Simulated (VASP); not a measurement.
HfB4:

```
CELL_PARAMETERS angstrom
3.13811 0.00000 0.00000
-1.56906 2.71769 0.00000
0.00000 0.00000 12.59869
ATOMIC_POSITIONS crystal
Hf 0.33333 0.66667 0.75000
Hf 0.66667 0.33333 0.25000
B 0.66667 0.33333 0.62144
B 0.00000 0.00000 0.62144
B 0.66667 0.33333 0.87856
B 0.00000 0.00000 0.87856
B 0.33333 0.66667 0.12144
B 0.00000 0.00000 0.12144
B 0.33333 0.66667 0.37856
B 0.00000 0.00000 0.37856
```

- Program: VASP 6.6.1
- Task: relaxation of cell and atoms
- Functional: PBE
- Dispersion: D3(BJ)
- Potentials or basis: VASP PAW PBE potentials, release 64 (Hf_pv, B)
- Cutoff: 600 eV
- k mesh: 6 × 6 × 2
- Occupations: gaussian, width 0.1 eV
- Spin: no spin polarisation

At the start: pressure -4.4 GPa; volume 10.74 Å³/atom.

Task: How do energy, volume and symmetry change on relaxing?

Result: Over 18 steps the energy falls by 254.3 meV/atom and the volume is 9.03 Å³/atom (-15.9 %); space group P6_3/mmc (No. 194, to 0.05 Å).

The path:
```csv
step,energy change (eV),largest force (eV/Å),pressure (GPa),volume (Å³)
1,0.0000,1.0121,-4.36,107.45
2,-0.2330,0.9974,1.79,102.96
3,-0.2789,0.9495,6.83,99.89
4,-0.3885,0.8401,6.20,99.37
5,-0.6991,0.9792,4.42,97.79
6,-1.3852,1.1569,1.09,94.64
7,-0.3758,6.7819,13.22,88.35
8,-1.5780,1.1916,1.52,93.64
9,-1.9231,1.2062,3.21,90.99
10,-2.0010,2.6338,2.59,90.52
11,-2.0670,1.8483,2.46,90.72
12,-2.3695,1.0049,-0.60,91.38
13,-2.5132,0.0479,-4.47,92.31
14,-2.5138,0.1123,-4.23,92.25
15,-2.5390,0.1190,-0.69,90.78
16,-2.5397,0.1264,0.06,90.49
17,-2.5413,0.0941,0.05,90.44
18,-2.5432,0.0192,0.04,90.33
```

Final structure:
```xyz
10
Lattice="3.1184 0.0000 0.0000 -1.5592 2.7006 0.0000 0.0000 0.0000 10.7260" Properties=species:S:1:pos:R:3 pbc="T T T"
Hf    0.0000    1.8004    8.0445
Hf    1.5592    0.9002    2.6815
B     1.5592    0.9002    6.5072
B     0.0000    0.0000    6.2796
B     1.5592    0.9002    9.5817
B     0.0000    0.0000    9.8094
B     0.0000    1.8004    1.1443
B     0.0000    0.0000    0.9166
B     0.0000    1.8004    4.2187
B     3.1184    0.0000    4.4464
```

Caveat: the k points lie up to 0.39 Å⁻¹ apart in the final cell; the volume moved by over 15 % at a fixed basis, so the end points are rough.
